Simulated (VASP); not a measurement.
# Tl3S (I4/mmm) in VASP: further runs

Tl3S is run at these levels: PBE; tasks: relaxation of cell and atoms.

Everything below comes from runs of VASP 6.6.1. Logs are shortened: lines on timing, memory, paths and dates and some standing lists are left out, and cuts for length are marked.

## 1. The cell of the first run

Symmetry: I4/mmm, No. 139, tetragonal system. The conventional cell has a = 4.702 Å, b = 4.702 Å, c = 10.286 Å, α = 90.00°, β = 90.00°, γ = 90.00°. Within 4.4 Å of Tl (site symmetry 4/mmm) lie 4 S at 3.32 Å and 8 Tl at 3.48 Å. Within 4.4 Å of Tl (site symmetry -4m2) lie 8 Tl at 3.32 to 3.48 Å and 4 S at 3.48 Å. Within 4.4 Å of S (site symmetry 4/mmm) lie 12 Tl at 3.32 to 3.48 Å.

## 2. Relaxation of cell and atoms, PBE, target pressure 5 GPa, at which the enthalpy is minimised

Contents of INCAR:

```
PREC = Accurate
ENCUT = 600
EDIFF = 1E-6
ISMEAR = -1
SIGMA = 0.05
LREAL = F
LASPH = T
NELM = 80
ALGO = Normal
ISIF = 3
LWAVE = F
LCHARG = F
GGA = PE
IBRION = 2
NSW = 60
EDIFFG = -0.01
PSTRESS = 50.0
```

Contents of KPOINTS:

```
Automatic mesh
0
Gamma
  8 8 8
```

Contents of POSCAR:

```
Tl3S
1.0
   -2.3509700000      2.3509700000      5.1428010000
    2.3509700000     -2.3509700000      5.1428010000
    2.3509700000      2.3509700000     -5.1428010000
Tl S
3 1
Direct
    0.5000000000      0.5000000000      0.0000000000
    0.2500000000      0.7500000000      0.5000000000
    0.7500000000      0.2500000000      0.5000000000
    0.0000000000      0.0000000000      0.0000000000
```

Potentials or basis: VASP PAW PBE potentials, release 64 (Tl_d, S).

Run with:

```console
$ cat potpaw_PBE.64/Tl_d/POTCAR potpaw_PBE.64/S/POTCAR > POTCAR
$ mpirun -np 1 vasp_std > vasp.out
```

OUTCAR:

```text
PREC = Accurate
   ENCUT = 600
   EDIFF = 1E-6
   ISMEAR = -1
   LREAL = F
   LASPH = T
   NELM = 80
   ISIF = 3
   GGA = PE
   IBRION = 2
   NSW = 60
   EDIFFG = -0.01
   PSTRESS = 50.0

 ion  position               nearest neighbor table
   1  0.500  0.500  0.000-   4 3.32   4 3.32   4 3.32   4 3.32   2 3.48   2 3.48   3 3.48   3 3.48
                             3 3.48   2 3.48   3 3.48   2 3.48
   2  0.250  0.750  0.500-   3 3.32   3 3.32   3 3.32   3 3.32   1 3.48   1 3.48   1 3.48   1 3.48

   3  0.750  0.250  0.500-   2 3.32   2 3.32   2 3.32   2 3.32   1 3.48   1 3.48   1 3.48   1 3.48

   4  0.000  0.000  0.000-   1 3.32   1 3.32   1 3.32   1 3.32

  LATTYP: Found a body centered tetragonal cell.
 ALAT       =     4.7019400000
 C/A-ratio  =     2.1875230224

  Lattice vectors:

 A1 = (  -2.3509700000,   2.3509700000,   5.1428010000)
 A2 = (   2.3509700000,  -2.3509700000,   5.1428010000)
 A3 = (   2.3509700000,   2.3509700000,  -5.1428010000)

Analysis of symmetry for initial positions (statically):
=====================================================================
 Subroutine PRICEL returns:
 Original cell was already a primitive cell.

 Routine SETGRP: Setting up the symmetry group for a
 body centered tetragonal supercell.

 Subroutine GETGRP returns: Found 16 space group operations
 (whereof 16 operations were pure point group operations)
 out of a pool of 16 trial point group operations.

The static configuration has the point symmetry D_4h.

Analysis of symmetry for dynamics (positions and initial velocities):
=====================================================================
 Subroutine PRICEL returns:
 Original cell was already a primitive cell.

 Routine SETGRP: Setting up the symmetry group for a
 body centered tetragonal supercell.

 Subroutine GETGRP returns: Found 16 space group operations
 (whereof 16 operations were pure point group operations)
 out of a pool of 16 trial point group operations.

The dynamic configuration has the point symmetry D_4h.

 Subroutine INISYM returns: Found 16 space group operations
 (whereof 16 operations are pure point group operations),
 and found     1 'primitive' translations

----------------------------------------------------------------------------------------

                                     Primitive cell

  volume of cell :     113.6983

  direct lattice vectors                    reciprocal lattice vectors
    -2.350970000  2.350970000  5.142801000     0.000000000  0.212678171  0.097223284
     2.350970000 -2.350970000  5.142801000     0.212678171  0.000000000  0.097223284
     2.350970000  2.350970000 -5.142801000     0.212678171  0.212678171  0.000000000

  length of vectors
     6.123930275  6.123930275  6.123930275     0.233846897  0.233846897  0.300772354

  position of ions in fractional coordinates (direct lattice)
     0.500000000  0.500000000  0.000000000
     0.250000000  0.750000000  0.500000000
     0.750000000  0.250000000  0.500000000
     0.000000000  0.000000000  0.000000000

  ion indices of the primitive-cell ions
   primitive index   ion index
                 1           1
                 2           2
                 3           3
                 4           4

----------------------------------------------------------------------------------------

 KPOINTS: Automatic mesh

Automatic generation of k-mesh.
 Grid dimensions read from file:
 generate k-points for:    8    8    8

 Generating k-lattice:

  Cartesian coordinates                     Fractional coordinates (reciprocal lattice)
     0.000000000  0.026584771  0.012152910     0.125000000  0.000000000  0.000000000
     0.026584771  0.000000000  0.012152910     0.000000000  0.125000000  0.000000000
     0.026584771  0.026584771  0.000000000     0.000000000  0.000000000  0.125000000

  Length of vectors
     0.029230862  0.029230862  0.037596544

  Shift w.r.t. Gamma in fractional coordinates (k-lattice)
     0.000000000  0.000000000  0.000000000

 Subroutine IBZKPT returns following result:
 ===========================================

 Found     59 irreducible k-points:

 Following reciprocal coordinates:
            Coordinates               Weight
  0.000000  0.000000  0.000000      1.000000
  0.125000  0.000000  0.000000      8.000000
  0.250000  0.000000  0.000000      8.000000
  0.375000  0.000000 -0.000000      8.000000
  0.500000  0.000000  0.000000      4.000000
  0.125000  0.125000  0.000000      8.000000
[... 16 lines left out ...]
  0.250000  0.125000  0.125000     16.000000
  0.375000  0.125000  0.125000      8.000000
 [... further k-points ...]
   k-points           NKPTS =     59   k-points in BZ     NKDIM =     59   number of bands    NBANDS=     27
   number of dos      NEDOS =    301   number of ions     NIONS =      4
   total plane-waves  NPLWV = 125000
   dimension x,y,z NGX =    50 NGY =   50 NGZ =   50
   dimension x,y,z NGXF=   100 NGYF=  100 NGZF=  100
   ions per type =               3   1
   NGX,Y,Z   is equivalent  to a cutoff of  13.57, 13.57, 13.57 a.u.
   NGXF,Y,Z  is equivalent  to a cutoff of  27.15, 27.15, 27.15 a.u.
 SYSTEM =  unknown system
   PREC   = accura    normal or accurate (medium, high low for compatibility)
   ISTART =      0    job   : 0-new  1-cont  2-samecut
   ICHARG =      2    charge: 1-file 2-atom 10-const
   ISPIN  =      1    spin polarized calculation?
   LNONCOLLINEAR =      F non collinear calculations
   LSORBIT =      F    spin-orbit coupling
   LASPH  =      T    aspherical Exc in radial PAW
   ENCUT  =  600.0 eV  44.10 Ry    6.64 a.u.  12.23 12.23 12.23*2*pi/ulx,y,z
   NELM   =     80;   NELMIN=  2; NELMDL= -5     # of ELM steps
   EDIFF  = 0.1E-05   stopping-criterion for ELM
   LREAL  =      F    real-space projection
   EDIFFG = -.1E-01   stopping-criterion for IOM
   NSW    =     60    number of steps for IOM
   IBRION =      2    ionic relax: 0-MD 1-quasi-New 2-CG
   NFREE  =      1    steps in history (QN), initial steepest desc. (CG)
   ISIF   =      3    stress and relaxation
   ISYM   =      2    0-nonsym 1-usesym 2-fastsym
   POTIM  = 0.5000    time-step for ionic-motion
   TEBEG  =    0.0;   TEEND  =   0.0 temperature during run
   PSTRESS=   50.0 pullay stress
   NELECT =      45.0000    total number of electrons
   NUPDOWN=      -1.0000    fix difference up-down
   EMIN   =  10.00;   EMAX   =-10.00  energy-range for DOS
   EFERMI =   0.00;   METHOD = LEGACY
   ISMEAR =    -1;   SIGMA  =   0.05  broadening in eV -4-tet -1-fermi 0-gaus
   EFERMI_NEDOS =   21; number of points for ismear=-14 and -15
   IALGO  =     38    algorithm
   IMIX   =      4    mixing-type and parameters
     AMIX     =   0.40;   BMIX     =  1.00
     AMIX_MAG =   1.60;   BMIX_MAG =  1.00
  volume/ion in A,a.u.               =      28.42       191.82
  Fermi-wavevector in a.u.,A,eV,Ry     =   1.201972  2.271398 19.656838  1.444737
  Thomas-Fermi vector in A             =   2.337766
   LORBIT       =      0    0 simple, 1 ext, 2 COOP (PROOUT), +10 PAW based schemes
   GGA     = PE    functional components
   LHFCALC =     F    Hartree Fock is set to
   AEXX    =    0.0000 exact exchange contribution
   IVDW    =     0    specifies the selected vdW correction
   LEPSILON=     F    determine dielectric tensor
   LRPA    =     F    only Hartree local field effects (RPA)
 conjugate gradient relaxation of ions
 non-spin polarized calculation
  energy-cutoff  :      600.00
  volume of cell :      113.70
 maximum number of plane-waves:      3827
 NGX is ok and might be reduce to    50
   NGX = 25   NGY = 25   NGZ = 25

--------------------------------------- Ionic step        1  -------------------------------------------

 number of electron      45.0000001 magnetization

 Free energy of the ion-electron system (eV)
  ---------------------------------------------------
  ext. energy  EPLUGINS =         0.00000000
  ---------------------------------------------------
  free energy    TOTEN  =       -11.21979924 eV

  energy without entropy =      -11.21013480  energy(sigma->0) =      -11.21496702

 E-fermi :   5.3876     XC(G=0):  -9.7434

 val. band max:        5.3855284499   @ k =  -0.1250   0.1250   0.1250
 cond. band min:       5.4203417330   @ k =   0.1250   0.0000   0.0000
 fundamental gap:      0.0348132831
 Fermi energy:         5.3876329776

 k-point     1 :       0.0000    0.0000    0.0000
  band No.  band energies     occupation
      1      -6.5993      2.00000
      2      -6.5684      2.00000
      3      -6.3654      2.00000
      4      -6.2673      2.00000
      5      -6.1690      2.00000
      6      -6.1690      2.00000
[... 19 lines left out ...]
     26       8.0624      0.00000
     27       9.3504      0.00000
[... 752 lines left out ...]
 POSITION                                       TOTAL-FORCE (eV/Angst)
 -----------------------------------------------------------------------------------
      2.25154      2.25154      0.00000         0.000000     -0.000000     -0.000000
      2.25154      0.00000      2.46323         0.000000     -0.000000      0.000000
      0.00000      2.25154      2.46323        -0.000000      0.000000     -0.000000
      0.00000      4.50308      0.00000         0.000000     -0.000000     -0.000000
 -----------------------------------------------------------------------------------
    total drift:                               -0.000000     -0.000000     -0.000000

  FREE ENERGIE OF THE ION-ELECTRON SYSTEM (eV)
  ---------------------------------------------------
  free  energy   TOTEN  =       -10.9962363436 eV

  energy  without entropy=      -10.9880023193  energy(sigma->0) =      -10.99211933

  enthalpy is  TOTEN    =        -7.8786951634 eV   P V=        3.1175411802

--------------------------------------- Ionic step        3  -------------------------------------------

 number of electron      45.0000001 magnetization

 Free energy of the ion-electron system (eV)
  ---------------------------------------------------
  ext. energy  EPLUGINS =         0.00000000
  ---------------------------------------------------
  free energy    TOTEN  =       -11.04568607 eV

  energy without entropy =      -11.03730908  energy(sigma->0) =      -11.04149758

 E-fermi :   6.6187     XC(G=0): -10.3132

 val. band max:        6.6133150794   @ k =   0.1250   0.0000   0.0000
 cond. band min:       6.6411664547   @ k =   0.5000   0.5000   0.1250
 fundamental gap:      0.0278513753
 Fermi energy:         6.6187430839

 k-point     1 :       0.0000    0.0000    0.0000
  band No.  band energies     occupation
      1      -5.9442      2.00000
      2      -5.5913      2.00000
      3      -5.3509      2.00000
      4      -5.3075      2.00000
      5      -5.0870      2.00000
      6      -5.0870      2.00000
[... 19 lines left out ...]
     26       9.2165      0.00000
     27      10.8572      0.00000
[... 703 lines left out ...]
 VOLUME and BASIS-vectors are now :
 -----------------------------------------------------------------------------
  energy-cutoff  :      600.00
  volume of cell :      101.36
      direct lattice vectors                 reciprocal lattice vectors
    -2.262497323  2.262497323  4.950297422     0.000000000  0.220994737  0.101004032
     2.262497323 -2.262497323  4.950297422     0.220994737  0.000000000  0.101004032
     2.262497323  2.262497323 -4.950297422     0.220994737  0.220994737  0.000000000

 POSITION                                       TOTAL-FORCE (eV/Angst)
 -----------------------------------------------------------------------------------
      0.00000      0.00000      4.95030         0.000000     -0.000000      0.000000
      2.26250      0.00000      2.47515         0.000000     -0.000000      0.000000
      0.00000      2.26250      2.47515        -0.000000      0.000000     -0.000000
      0.00000     -0.00000      0.00000         0.000000     -0.000000      0.000000
 -----------------------------------------------------------------------------------
    total drift:                               -0.000000      0.000000     -0.000000

  FREE ENERGIE OF THE ION-ELECTRON SYSTEM (eV)
  ---------------------------------------------------
  free  energy   TOTEN  =       -11.0456860726 eV

  energy  without entropy=      -11.0373090809  energy(sigma->0) =      -11.04149758

  enthalpy is  TOTEN    =        -7.8824845991 eV   P V=        3.1632014734

 reached required accuracy - stopping structural energy minimisation
```

Run time: 6.3 min. Hardware: 1 thread of Intel Xeon 6975P-C (Granite Rapids), shared host; peak memory 0.46 GiB.

Results:

* Free energy: -11.0457 eV
* Relaxed volume: 25.34 Å³/atom
* Relaxed cell: a = 5.894 Å, b = 5.894 Å, c = 5.894 Å, α = 134.86°, β = 134.86°, γ = 65.75°
* Space group after relaxing (to 0.1 Å): I4/mmm (No. 139)
* Energy change on relaxing (the run minimises the enthalpy): +43.5 meV/atom
* Ionic steps: 3
* Pressure after relaxing: 5.0 GPa
* Band gap on the k mesh: zero (an odd number of electrons rules out a gap without spin polarisation)

Step by step:
| step | energy change (eV) | largest force (eV/Å) | pressure (GPa) | volume (Å³) |
| --- | --- | --- | --- | --- |
| 1 | 0.0000 | 0.0000 | 0.07 | 113.70 |
| 2 | 0.2236 | 0.0000 | 5.86 | 99.90 |
| 3 | 0.1741 | 0.0000 | 4.99 | 101.36 |

Final structure:
```
Tl S
1.0
    -2.26250    2.26250    4.95030
     2.26250   -2.26250    4.95030
     2.26250    2.26250   -4.95030
Tl S
3 1
Direct
  0.50000 0.50000 0.00000
  0.25000 0.75000 0.50000
  0.75000 0.25000 0.50000
  0.00000 0.00000 0.00000
```

Caveat: the cell is relaxed towards a set pressure, so the run minimises the enthalpy, not the energy; spin-orbit coupling is left out, which moves the levels of the heavy elements.

## 3. Relaxation of cell and atoms, PBE, target pressure 10 GPa, at which the enthalpy is minimised

Contents of INCAR:

```
  PREC = Accurate
  ENCUT = 600
  EDIFF = 1E-6
  ISMEAR = -1
  SIGMA = 0.05
  LREAL = F
  LASPH = T
  NELM = 80
  ALGO = Normal
  ISIF = 3
  LWAVE = F
  LCHARG = F
  GGA = PE
  IBRION = 2
  NSW = 60
  EDIFFG = -0.01
  PSTRESS = 100.0
```

KPOINTS is that of step 2.

POSCAR is that of step 2.

Potentials or basis: VASP PAW PBE potentials, release 64 (Tl_d, S).

Run with:

```console
$ cat potpaw_PBE.64/Tl_d/POTCAR potpaw_PBE.64/S/POTCAR > POTCAR
$ mpirun -np 1 vasp_std > vasp.out
```

It took 5.3 min on 1 thread of Intel Xeon 6975P-C (Granite Rapids), shared host; peak memory 0.46 GiB.

The run converged. Its results:

```
Free energy                                                : -10.7127 eV
Relaxed volume                                             : 23.52 Å³/atom
Relaxed cell                                               : a = 5.749 Å, b = 5.749 Å, c = 5.749 Å, α = 134.86°, β = 134.86°, γ = 65.76°
Space group after relaxing (to 0.1 Å)                      : I4/mmm (No. 139)
Energy change on relaxing (the run minimises the enthalpy) : +126.8 meV/atom
Ionic steps                                                : 3
Pressure after relaxing                                    : 10.0 GPa
Band gap on the k mesh                                     : zero (an odd number of electrons rules out a gap without spin polarisation)
```

The path:
```csv
step,energy change (eV),largest force (eV/Å),pressure (GPa),volume (Å³)
1,0.0000,0.0000,0.07,113.70
2,1.0833,0.0000,17.05,87.10
3,0.5071,0.0000,9.95,94.06
```

Final structure:
```
CELL_PARAMETERS angstrom
-2.20685 2.20685 4.82837
2.20685 -2.20685 4.82837
2.20685 2.20685 -4.82837
ATOMIC_POSITIONS crystal
Tl 0.50000 0.50000 0.00000
Tl 0.25000 0.75000 0.50000
Tl 0.75000 0.25000 0.50000
S 0.00000 0.00000 0.00000
```

Levels at points of the mesh, in eV from the Fermi level:
| k point | band 18 | band 19 | band 20 | band 21 | band 22 | band 23 | band 24 | band 25 | band 26 | band 27 |
| --- | --- | --- | --- | --- | --- | --- | --- | --- | --- | --- |
| (0.00, 0.00, 0.00) | -3.91 | -3.50 | -2.48 | -2.48 | -2.26 | 0.23 | 0.23 | 0.71 | 2.52 | 4.41 |
| (0.50, 0.00, 0.00) | -6.78 | -5.00 | -1.95 | -1.43 | -0.55 | -0.53 | 1.33 | 3.29 | 3.92 | 3.95 |
| (0.50, 0.50, 0.00) | -6.10 | -5.25 | -4.54 | -4.19 | -1.51 | -0.46 | -0.27 | 2.15 | 3.55 | 6.04 |
| (0.50, 0.50, 0.50) | -5.83 | -3.32 | -3.32 | -2.47 | -0.83 | 1.36 | 1.36 | 4.09 | 5.09 | 5.24 |

Caveat: the cell is relaxed towards a set pressure, so the run minimises the enthalpy, not the energy; the volume moved by over 15 % at a fixed basis, so the end points are rough; spin-orbit coupling is left out, which moves the levels of the heavy elements.

The gap in the log of VASP goes by the Fermi energy; the results here count the filled bands.